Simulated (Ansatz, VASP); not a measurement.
One calculation of Sb, two programs

File INCAR:

```
PREC = Accurate
ENCUT = 520
EDIFF = 1E-6
ISMEAR = -1
SIGMA = 0.05
LREAL = F
LASPH = T
NELM = 60
ALGO = Normal
ISIF = 2
LWAVE = F
LCHARG = T
GGA = CA
LELF = T
LVHAR = T
NBANDS = 12
```

The input KPOINTS:

```
Automatic mesh
0
Gamma
  14 14 8
```

Contents of POSCAR:

```
Sb
1.0
    2.8019391937      0.0000000000      0.0000000000
   -1.4009695969      2.4265505216      0.0000000000
    0.0000000000      0.0000000000      4.3805766436
Sb
2
Direct
    0.3333333333      0.6666666667      0.2500000000
    0.6666666667      0.3333333333      0.7500000000
```

Input for Ansatz:

```yaml
crystal:
  lattice:
    - [2.8019391937, 0.0, 0.0]
    - [-1.4009695969, 2.4265505216, 0.0]
    - [0.0, 0.0, 4.3805766436]
  atoms:
    - { symbol: Sb, position: [0.3333333333, 0.6666666667, 0.25] }
    - { symbol: Sb, position: [0.6666666667, 0.3333333333, 0.75] }
kpoints:
  mp_grid: { grid: [14, 14, 8] }
scf:
  occupations: { method: fermi_dirac, width: 0.05 }
hamiltonian:
  xc: lda
  pseudopotentials: { kind: paw }
output:
  forces: true
  stress: true
  eigenvalues: true
  populations: true
  write_density: true
  write_potential: true
  elf: true
  volumetric_format: npy
```

Change from the starting cell: volume scaled by 0.58, PAW files.

Alike in both runs: task single point; functional LDA; k mesh 14 × 14 × 8; occupations fermi-dirac, width 0.05 eV; no spin polarisation.

|  | VASP | Ansatz |
| --- | --- | --- |
| version | VASP 6.6.1 | Ansatz 0.2.0 |
| potentials or method | VASP PAW LDA potentials, release 64 (Sb) | PAW with Ansatz's default frozen-core files, scalar-relativistic |
| plane-wave cutoff (eV) | 520 | 420 |
| valence electrons in the cell | 10 | 30 |

Ansatz gave:

```
pressure (GPa)                                                : 133.8
traceless stress, the component that is largest in VASP (GPa) : 0.17
```

What did VASP give for the same quantities?

Pressure (GPa): 139.1; traceless stress, the component that is largest in VASP (GPa): 0.31.

LDA's correlation is that of Perdew and Zunger in VASP and of Perdew and Wang (1992) in Ansatz. Both programs put the cell under a high pressure, so it lies far from rest at this level. VASP's potentials hold 10 valence electrons a cell and Ansatz's 30, so a difference there can come from the potentials and not from the codes.

Neither program's run includes spin-orbit coupling. Noted on VASP's run: the cell as given lies far from equilibrium.
